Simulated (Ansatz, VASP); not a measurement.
Two plane-wave programs on Be2C

The input POSCAR:

```
Be2C
1.0
    0.0000000000      2.2469050640      2.2469050640
    2.2469050640      0.0000000000      2.2469050640
    2.2469050640      2.2469050640      0.0000000000
C Be
1 2
Direct
    0.0000000000      0.0000000000      0.0000000000
    0.2500000000      0.2500000000      0.2500000000
    0.7500000000      0.7500000000      0.7500000000
```

File INCAR.step1:

```
  PREC = Accurate
  ENCUT = 520
  EDIFF = 1E-5
  ISMEAR = 0
  SIGMA = 0.01
  LREAL = False
  LASPH = True
  NELM = 120
  ALGO = Normal
  ISIF = 2
  LWAVE = True
  LCHARG = False
  GGA = PE
  NBANDS = 11
  GGA_COMPAT = False
```

INCAR.step2

```
  PREC = Accurate
  ENCUT = 520
  EDIFF = 1E-6
  ISMEAR = 0
  SIGMA = 0.01
  LREAL = False
  LASPH = True
  NELM = 120
  ALGO = Normal
  ISIF = 2
  LWAVE = False
  LCHARG = False
  GGA = PE
  LHFCALC = True
  HFSCREEN = 0.2079
  PRECFOCK = Normal
  ISTART = 1
  NBANDS = 11
  GGA_COMPAT = False
```

Contents of KPOINTS:

```
regular mesh
0
Gamma
  8 8 8
```

Input for Ansatz:

```yaml
crystal:
  lattice:
    - [0.0, 2.246905064, 2.246905064]
    - [2.246905064, 0.0, 2.246905064]
    - [2.246905064, 2.246905064, 0.0]
  atoms:
    - { symbol: C, position: [0.0, 0.0, 0.0] }
    - { symbol: Be, position: [0.25, 0.25, 0.25] }
    - { symbol: Be, position: [0.75, 0.75, 0.75] }
kpoints:
  mp_grid: { grid: [8, 8, 8] }
  band_path:
    path:
      - [0.0, 0.0, 0.0]
      - [0.5, 0.0, 0.5]
      - [0.625, 0.25, 0.625]
      - [0.375, 0.375, 0.75]
      - [0.5, 0.5, 0.5]
      - [0.5, 0.25, 0.75]
      - [0.0, 0.5, 0.5]
    npoints: 1
hamiltonian:
  xc: hse06
scf:
  occupations: { method: fixed }
  n_extra_bands: 4
output:
  forces: true
  stress: true
  eigenvalues: true
```

Change from the starting cell: hydrostatic strain +4.0%.

Alike in both runs: task single point; functional HSE06; k mesh 8 × 8 × 8; no spin polarisation.

|  | VASP | Ansatz |
| --- | --- | --- |
| version | VASP 6.6.1 | Ansatz 0.2.0 |
| potentials or method | VASP PAW PBE potentials, release 64 (C, Be) | plane waves, PAW |
| plane-wave cutoff (eV) | 520 | 420 |
| occupations | gaussian, width 0.01 eV | fixed |
| valence electrons in the cell | 8 | 8 |

```csv
,VASP,Ansatz,Ansatz less VASP
gap on the k mesh at the Fermi level (eV),1.82,1.83,+0.011
pressure (GPa),-21.6,-21.8,-0.20
```

Ansatz's warnings: stress exchange threshold loose, stress scf threshold loose.
